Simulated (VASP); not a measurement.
# Ti5AlN6 (P-3m1) in VASP: single point with PBE

Aim: the single point of Ti5AlN6 with PBE.

Program: VASP 6.6.1. These are calculated values, not measurements. Logs are shortened: lines on timing, memory, paths and dates and some standing lists are left out, and cuts for length are marked.

### 1 The cell of the first run

Symmetry: P-3m1, No. 164, trigonal system. The conventional cell has a = 2.980 Å, b = 2.980 Å, c = 14.694 Å, α = 90.00°, β = 90.00°, γ = 120.00°. Within 2.8 Å of Ti (site symmetry -3m) lie 6 N at 2.11 Å. Within 2.8 Å of Ti (site symmetry 3m) lie 6 N at 2.11 to 2.13 Å. Ti (site symmetry 3m) has 6 N at 2.09 to 2.17 Å within 2.8 Å. Al (site symmetry -3m) has 6 N at 2.06 Å within 2.7 Å. Within 2.8 Å of N (site symmetry 3m) lie 6 Ti at 2.11 to 2.13 Å. Within 2.8 Å of N (site symmetry 3m) lie 6 Ti at 2.09 to 2.11 Å. N (site symmetry 3m) has 3 Al at 2.06 Å and 3 Ti at 2.17 Å within 2.7 Å.

### 2 Single point, PBE

Contents of INCAR:

```
SYSTEM = Ti5AlN6
ALGO = Normal ; EDIFF = 1E-6
ENCUT = 520 ; GGA = PE
ISIF = 2 ; ISMEAR = 0
LASPH = .TRUE. ; LCHARG = .TRUE.
LELF = .TRUE. ; LREAL = .FALSE.
LVHAR = .TRUE. ; LWAVE = .FALSE.
NBANDS = 58 ; NELM = 100
PREC = Accurate ; SIGMA = 0.1
```

Contents of KPOINTS:

```
k-points
0
G
  12 12 4
  0 0 0
```

Contents of POSCAR:

```
Ti5AlN6
1.0
    2.9803468372      0.0000000000      0.0000000000
   -1.4901734186      2.5810560731      0.0000000000
    0.0000000000      0.0000000000     14.6935809704
Ti Al N
5 1 6
Direct
    0.0000000000      0.0000000000      0.0000000000
    0.6666666667      0.3333333333      0.1687663925
    0.3333333333      0.6666666667      0.3321803447
    0.6666666667      0.3333333333      0.6678196553
    0.3333333333      0.6666666667      0.8312336075
    0.0000000000      0.0000000000      0.5000000000
    0.3333333333      0.6666666667      0.0836946948
    0.0000000000      0.0000000000      0.2518639720
    0.6666666667      0.3333333333      0.4226773144
    0.3333333333      0.6666666667      0.5773226856
    0.0000000000      0.0000000000      0.7481360280
    0.6666666667      0.3333333333      0.9163053052
```

Potentials or basis: VASP PAW PBE potentials, release 64 (Ti_sv, Al, N).

Command:

```
$ cat potpaw_PBE.64/Ti_sv/POTCAR potpaw_PBE.64/Al/POTCAR potpaw_PBE.64/N/POTCAR > POTCAR
$ mpirun -np 1 vasp_std > vasp.out
```

OUTCAR:

```text
SYSTEM = Ti5AlN6
   EDIFF = 1E-6
   ENCUT = 520
   GGA = PE
   ISIF = 2
   ISMEAR = 0
   LASPH = .TRUE.
   LREAL = .FALSE.
   NELM = 100
   PREC = Accurate

 ion  position               nearest neighbor table
   1  0.000  0.000  0.000-   7 2.11  12 2.11   7 2.11  12 2.11  12 2.11   7 2.11
   2  0.667  0.333  0.169-   8 2.11   8 2.11   8 2.11   7 2.13   7 2.13   7 2.13
   3  0.333  0.667  0.332-   8 2.09   8 2.09   8 2.09   9 2.17   9 2.17   9 2.17   6 3.01   6 3.01
                             6 3.01
   4  0.667  0.333  0.668-  11 2.09  11 2.09  11 2.09  10 2.17  10 2.17  10 2.17   6 3.01   6 3.01
                             6 3.01
   5  0.333  0.667  0.831-  11 2.11  11 2.11  11 2.11  12 2.13  12 2.13  12 2.13
   6  0.000  0.000  0.500-   9 2.06  10 2.06  10 2.06   9 2.06   9 2.06  10 2.06   3 3.01   4 3.01
                             3 3.01   4 3.01   3 3.01   4 3.01
   7  0.333  0.667  0.084-   1 2.11   1 2.11   1 2.11   2 2.13   2 2.13   2 2.13
   8  0.000  0.000  0.252-   3 2.09   3 2.09   3 2.09   2 2.11   2 2.11   2 2.11
   9  0.667  0.333  0.423-   6 2.06   6 2.06   6 2.06   3 2.17   3 2.17   3 2.17
  10  0.333  0.667  0.577-   6 2.06   6 2.06   6 2.06   4 2.17   4 2.17   4 2.17
  11  0.000  0.000  0.748-   4 2.09   4 2.09   4 2.09   5 2.11   5 2.11   5 2.11
  12  0.667  0.333  0.916-   1 2.11   1 2.11   1 2.11   5 2.13   5 2.13   5 2.13

  LATTYP: Found a hexagonal cell.
 ALAT       =     2.9803468372
 C/A-ratio  =     4.9301580564

  Lattice vectors:

 A1 = (   2.9803468372,   0.0000000000,   0.0000000000)
 A2 = (  -1.4901734186,   2.5810560731,   0.0000000000)
 A3 = (   0.0000000000,   0.0000000000,  14.6935809704)

Analysis of symmetry for initial positions (statically):
=====================================================================
 Subroutine PRICEL returns:
 Original cell was already a primitive cell.

 Routine SETGRP: Setting up the symmetry group for a
 hexagonal supercell.

 Subroutine GETGRP returns: Found 12 space group operations
 (whereof 12 operations were pure point group operations)
 out of a pool of 24 trial point group operations.

The static configuration has the point symmetry D_3d.

Analysis of symmetry for dynamics (positions and initial velocities):
=====================================================================
 Subroutine PRICEL returns:
 Original cell was already a primitive cell.

 Routine SETGRP: Setting up the symmetry group for a
 hexagonal supercell.

 Subroutine GETGRP returns: Found 12 space group operations
 (whereof 12 operations were pure point group operations)
 out of a pool of 24 trial point group operations.

The dynamic configuration has the point symmetry D_3d.

 Subroutine INISYM returns: Found 12 space group operations
 (whereof 12 operations are pure point group operations),
 and found     1 'primitive' translations

----------------------------------------------------------------------------------------

                                     Primitive cell

  volume of cell :     113.0295

  direct lattice vectors                    reciprocal lattice vectors
     2.980346837  0.000000000  0.000000000     0.335531418  0.193719154  0.000000000
    -1.490173419  2.581056073  0.000000000     0.000000000  0.387438309  0.000000000
     0.000000000  0.000000000 14.693580970     0.000000000  0.000000000  0.068056929

  length of vectors
     2.980346837  2.980346837 14.693580970     0.387438309  0.387438309  0.068056929

  position of ions in fractional coordinates (direct lattice)
     0.000000000  0.000000000  0.000000000
     0.666666667  0.333333333  0.168766392
     0.333333333  0.666666667  0.332180345
     0.666666667  0.333333333  0.667819655
     0.333333333  0.666666667  0.831233608
     0.000000000  0.000000000  0.500000000
     0.333333333  0.666666667  0.083694695
     0.000000000  0.000000000  0.251863972
     0.666666667  0.333333333  0.422677314
     0.333333333  0.666666667  0.577322686
     0.000000000  0.000000000  0.748136028
     0.666666667  0.333333333  0.916305305

  ion indices of the primitive-cell ions
   primitive index   ion index
                 1           1
                 2           2
                 3           3
                 4           4
                 5           5
                 6           6
                 7           7
                 8           8
                 9           9
                10          10
                11          11
                12          12

----------------------------------------------------------------------------------------

 KPOINTS: k-points

Automatic generation of k-mesh.
 Grid dimensions read from file:
 generate k-points for:   12   12    4

 Generating k-lattice:

  Cartesian coordinates                     Fractional coordinates (reciprocal lattice)
     0.027960951  0.016143263  0.000000000     0.083333333  0.000000000  0.000000000
     0.000000000  0.032286526  0.000000000     0.000000000  0.083333333  0.000000000
     0.000000000  0.000000000  0.017014232     0.000000000  0.000000000  0.250000000

  Length of vectors
     0.032286526  0.032286526  0.017014232

  Shift w.r.t. Gamma in fractional coordinates (k-lattice)
     0.000000000  0.000000000  0.000000000

 Subroutine IBZKPT returns following result:
 ===========================================

 Found     69 irreducible k-points:

 Following reciprocal coordinates:
            Coordinates               Weight
  0.000000  0.000000  0.000000      1.000000
  0.083333  0.000000  0.000000      6.000000
  0.166667  0.000000  0.000000      6.000000
  0.250000  0.000000  0.000000      6.000000
  0.333333  0.000000  0.000000      6.000000
  0.416667 -0.000000  0.000000      6.000000
[... 16 lines left out ...]
  0.166667  0.000000  0.250000      6.000000
  0.000000  0.166667  0.250000      6.000000
 [... further k-points ...]
   k-points           NKPTS =     69   k-points in BZ     NKDIM =     69   number of bands    NBANDS=     58
   number of dos      NEDOS =    301   number of ions     NIONS =     12
   total plane-waves  NPLWV =  64512
   dimension x,y,z NGX =    24 NGY =   24 NGZ =  112
   dimension x,y,z NGXF=    48 NGYF=   48 NGZF=  224
   ions per type =               5   1   6
   NGX,Y,Z   is equivalent  to a cutoff of  13.39, 13.39, 12.67 a.u.
   NGXF,Y,Z  is equivalent  to a cutoff of  26.77, 26.77, 25.34 a.u.
 SYSTEM =  Ti5AlN6
   PREC   = accura    normal or accurate (medium, high low for compatibility)
   ISTART =      0    job   : 0-new  1-cont  2-samecut
   ICHARG =      2    charge: 1-file 2-atom 10-const
   ISPIN  =      1    spin polarized calculation?
   LNONCOLLINEAR =      F non collinear calculations
   LSORBIT =      F    spin-orbit coupling
   LASPH  =      T    aspherical Exc in radial PAW
   ENCUT  =  520.0 eV  38.22 Ry    6.18 a.u.   5.54  5.54 27.32*2*pi/ulx,y,z
   NELM   =    100;   NELMIN=  2; NELMDL= -5     # of ELM steps
   EDIFF  = 0.1E-05   stopping-criterion for ELM
   LREAL  =      F    real-space projection
   EDIFFG = 0.1E-04   stopping-criterion for IOM
   NSW    =      0    number of steps for IOM
   IBRION =     -1    ionic relax: 0-MD 1-quasi-New 2-CG
   NFREE  =      0    steps in history (QN), initial steepest desc. (CG)
   ISIF   =      2    stress and relaxation
   ISYM   =      2    0-nonsym 1-usesym 2-fastsym
   POTIM  = 0.5000    time-step for ionic-motion
   TEBEG  =    0.0;   TEEND  =   0.0 temperature during run
   PSTRESS=    0.0 pullay stress
   NELECT =      93.0000    total number of electrons
   NUPDOWN=      -1.0000    fix difference up-down
   EMIN   =  10.00;   EMAX   =-10.00  energy-range for DOS
   EFERMI =   0.00;   METHOD = LEGACY
   ISMEAR =     0;   SIGMA  =   0.10  broadening in eV -4-tet -1-fermi 0-gaus
   EFERMI_NEDOS =   21; number of points for ismear=-14 and -15
   IALGO  =     38    algorithm
   IMIX   =      4    mixing-type and parameters
     AMIX     =   0.40;   BMIX     =  1.00
     AMIX_MAG =   1.60;   BMIX_MAG =  1.00
  volume/ion in A,a.u.               =       9.42        63.56
  Fermi-wavevector in a.u.,A,eV,Ry     =   1.534046  2.898927 32.018571  2.353299
  Thomas-Fermi vector in A             =   2.641029
   LORBIT       =      0    0 simple, 1 ext, 2 COOP (PROOUT), +10 PAW based schemes
   GGA     = PE    functional components
   LHFCALC =     F    Hartree Fock is set to
   AEXX    =    0.0000 exact exchange contribution
   IVDW    =     0    specifies the selected vdW correction
   LEPSILON=     F    determine dielectric tensor
   LRPA    =     F    only Hartree local field effects (RPA)
 non-spin polarized calculation
 Gauss-broadening in eV      SIGMA  =   0.10
  energy-cutoff  :      520.00
  volume of cell :      113.03
 maximum number of plane-waves:      3103
 NGX is ok and might be reduce to    24
   NGX = 11   NGY = 11   NGZ = 55

 number of electron      93.0000023 magnetization

 Free energy of the ion-electron system (eV)
  ---------------------------------------------------
  ext. energy  EPLUGINS =         0.00000000
  ---------------------------------------------------
  free energy    TOTEN  =      -112.36557559 eV

  energy without entropy =     -112.34462705  energy(sigma->0) =     -112.35510132

 E-fermi :  11.3015     XC(G=0): -12.8578

 val. band max:       11.2856498074   @ k =   0.3333   0.0833   0.0000
 cond. band min:      11.3022372857   @ k =   0.1667   0.1667   0.2500
 fundamental gap:      0.0165874783
 Fermi energy:        11.3015206549

 k-point     1 :       0.0000    0.0000    0.0000
  band No.  band energies     occupation
      1     -46.5358      2.00000
      2     -46.5254      2.00000
      3     -46.5155      2.00000
      4     -46.4333      2.00000
      5     -46.4233      2.00000
      6     -23.1210      2.00000
[... 1453 lines left out ...]
     57      12.8761      0.00000
     58      13.0604      0.00000

 [... further k-points ...]

------------------------ aborting loop because EDIFF is reached ----------------------------------------

  FORCE on cell =-STRESS in cart. coord.  units (eV):
  Direction    XX          YY          ZZ          XY          YZ          ZX
  --------------------------------------------------------------------------------------
  -------------------------------------------------------------------------------------
  Total        0.2461537      0.2461537      0.2653772     -0.0000000      0.0000000      0.0000000
  in kB        3.4891938      3.4891938      3.7616844     -0.0000000      0.0000000      0.0000000
  external PRESSURE =       3.5800240 kB  Pullay stress =       0.0000000 kB

 VOLUME and BASIS-vectors are now :
 -----------------------------------------------------------------------------
  energy-cutoff  :      520.00
  volume of cell :      113.03
      direct lattice vectors                 reciprocal lattice vectors
     2.980346837  0.000000000  0.000000000     0.335531418  0.193719154  0.000000000
    -1.490173419  2.581056073  0.000000000     0.000000000  0.387438309  0.000000000
     0.000000000  0.000000000 14.693580970     0.000000000  0.000000000  0.068056929

 POSITION                                       TOTAL-FORCE (eV/Angst)
 -----------------------------------------------------------------------------------
      0.00000      0.00000      0.00000         0.000000      0.000000      0.000000
      1.49017      0.86035      2.47978         0.000000      0.000000     -0.004113
     -0.00000      1.72070      4.88092         0.000000      0.000000      0.016371
      1.49017      0.86035      9.81266        -0.000000      0.000000     -0.016371
     -0.00000      1.72070     12.21380        -0.000000     -0.000000      0.004113
      0.00000      0.00000      7.34679         0.000000      0.000000      0.000000
     -0.00000      1.72070      1.22977         0.000000      0.000000      0.000231
      0.00000      0.00000      3.70078         0.000000     -0.000000     -0.000098
      1.49017      0.86035      6.21064         0.000000     -0.000000      0.024641
     -0.00000      1.72070      8.48294         0.000000      0.000000     -0.024641
      0.00000      0.00000     10.99280         0.000000      0.000000      0.000098
      1.49017      0.86035     13.46381        -0.000000     -0.000000     -0.000231
 -----------------------------------------------------------------------------------
    total drift:                               -0.000000     -0.000000      0.000000

  FREE ENERGIE OF THE ION-ELECTRON SYSTEM (eV)
  ---------------------------------------------------
  free  energy   TOTEN  =      -112.3655755868 eV

  energy  without entropy=     -112.3446270510  energy(sigma->0) =     -112.35510132
```

It took 13 min on 1 thread of Intel Xeon Platinum 8259CL at 2.50GHz (Skylake/Cascade Lake), shared host; peak memory 0.47 GiB.

What came out:

```
Free energy            : -112.3656 eV
Pressure               : 0.4 GPa
Largest force          : 0.025 eV/Å
Band gap on the k mesh : zero (an odd number of electrons rules out a gap without spin polarisation)
```

Forces on the atoms (eV/Å):
```
Ti   0.000  0.000  0.000
Ti   0.000  0.000 -0.004
Ti   0.000  0.000  0.016
Ti   0.000  0.000 -0.016
Ti   0.000  0.000  0.004
Al   0.000  0.000  0.000
N    0.000  0.000  0.000
N    0.000  0.000  0.000
N    0.000  0.000  0.025
N    0.000  0.000 -0.025
N    0.000  0.000  0.000
N    0.000  0.000  0.000
```

Levels at points of the mesh, in eV from the Fermi level:
```csv
k point,band 44,band 45,band 46,band 47,band 48,band 49,band 50,band 51
"(0.00, 0.00, 0.00)",-1.88,-0.51,-0.41,-0.41,-0.04,-0.04,0.17,0.50
"(0.50, 0.00, 0.00)",-3.04,-2.76,-1.50,-0.58,0.73,1.36,1.81,1.90
"(0.00, 0.00, 0.50)",-2.16,-0.38,-0.38,-0.31,-0.07,-0.07,0.07,0.52
"(0.50, 0.00, 0.50)",-2.94,-2.41,-1.79,-0.36,0.56,1.42,1.81,1.90
```
